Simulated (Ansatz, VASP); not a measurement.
**YMg2GaC6N6 in VASP and in Ansatz**

The input INCAR:

```
SYSTEM = YMg2GaC6N6
PREC     = Accurate       ! precision mode
ENCUT    = 750            ! plane-wave cutoff, eV
EDIFF    = 1E-6           ! SCF threshold, eV
ISMEAR   = 0              ! smearing method
SIGMA    = 0.1            ! smearing width, eV
LREAL    = Auto         
LASPH    = .TRUE.         ! aspherical terms in the spheres
NELM     = 120            ! most SCF steps
ALGO     = Normal         ! electronic algorithm
ISIF     = 2              ! what is computed and relaxed
LWAVE    = .FALSE.        ! write WAVECAR
LCHARG   = .FALSE.        ! write CHGCAR
GGA      = PE             ! functional
NBANDS   = 63             ! bands
GGA_COMPAT= .FALSE.
```

File KPOINTS:

```
regular mesh
0
G
  4 4 4
  0 0 0
```

The input POSCAR:

```
YMg2GaC6N6
1.0
    0.0000000000      5.2760000000      5.2760000000
    5.2760000000      0.0000000000      5.2760000000
    5.2760000000      5.2760000000      0.0000000000
Y Mg Ga C N
1 2 1 6 6
Direct
    0.5000000000      0.5000000000      0.5000000000
    0.2500000000      0.2500000000      0.2500000000
    0.7500000000      0.7500000000      0.7500000000
    0.0000000000      0.0000000000      0.0000000000
    0.8203184200      0.1796815800      0.1796815800
    0.1796815800      0.8203184200      0.1796815800
    0.1796815800      0.1796815800      0.8203184200
    0.1796815800      0.8203184200      0.8203184200
    0.8203184200      0.1796815800      0.8203184200
    0.8203184200      0.8203184200      0.1796815800
    0.7094389700      0.2905610300      0.2905610300
    0.2905610300      0.7094389700      0.2905610300
    0.2905610300      0.2905610300      0.7094389700
    0.2905610300      0.7094389700      0.7094389700
    0.7094389700      0.2905610300      0.7094389700
    0.7094389700      0.7094389700      0.2905610300
```

Input for Ansatz:

```yaml
crystal:
  lattice:
    - [0.0, 5.276, 5.276]
    - [5.276, 0.0, 5.276]
    - [5.276, 5.276, 0.0]
  atoms:
    - { symbol: "Y", position: [0.5, 0.5, 0.5] }
    - { symbol: Mg, position: [0.25, 0.25, 0.25] }
    - { symbol: Mg, position: [0.75, 0.75, 0.75] }
    - { symbol: Ga, position: [0.0, 0.0, 0.0] }
    - { symbol: C, position: [0.82031842, 0.17968158, 0.17968158] }
    - { symbol: C, position: [0.17968158, 0.82031842, 0.17968158] }
    - { symbol: C, position: [0.17968158, 0.17968158, 0.82031842] }
    - { symbol: C, position: [0.17968158, 0.82031842, 0.82031842] }
    - { symbol: C, position: [0.82031842, 0.17968158, 0.82031842] }
    - { symbol: C, position: [0.82031842, 0.82031842, 0.17968158] }
    - { symbol: "N", position: [0.70943897, 0.29056103, 0.29056103] }
    - { symbol: "N", position: [0.29056103, 0.70943897, 0.29056103] }
    - { symbol: "N", position: [0.29056103, 0.29056103, 0.70943897] }
    - { symbol: "N", position: [0.29056103, 0.70943897, 0.70943897] }
    - { symbol: "N", position: [0.70943897, 0.29056103, 0.70943897] }
    - { symbol: "N", position: [0.70943897, 0.70943897, 0.29056103] }
basis:
  ecutwfc: 420
kpoints:
  mp_grid: { grid: [4, 4, 4] }
hamiltonian:
  xc: pbe
scf:
  occupations: { method: gaussian, width: 0.1 }
  lower_state_search: "off"
output:
  forces: true
  stress: true
  eigenvalues: true
```

Alike in both runs: task single point; functional PBE; k mesh 4 × 4 × 4; occupations gaussian, width 0.1 eV; no spin polarisation.

|  | VASP | Ansatz |
| --- | --- | --- |
| version | VASP 6.6.1 | Ansatz 0.2.0 |
| potentials or method | VASP PAW PBE potentials, release 64 (Y_sv, Mg_sv, Ga_d, C, N), cutoff 750 eV | scalar-relativistic, plane waves, PAW |
| valence electrons in the cell | 98 | 98 |

Ansatz gave:

```
pressure (GPa)                     : 14.7
rms of the force components (eV/Å) : 1.559
```

**Question.** Which values does VASP return?

**Answer.** Pressure (GPa): 14.7; rms of the force components (eV/Å): 1.378.

Atom by atom the forces differ by 0.194 eV/Å (rms over components).

Noted on VASP's run: the standard files for N, O and F lose accuracy on very short bonds.
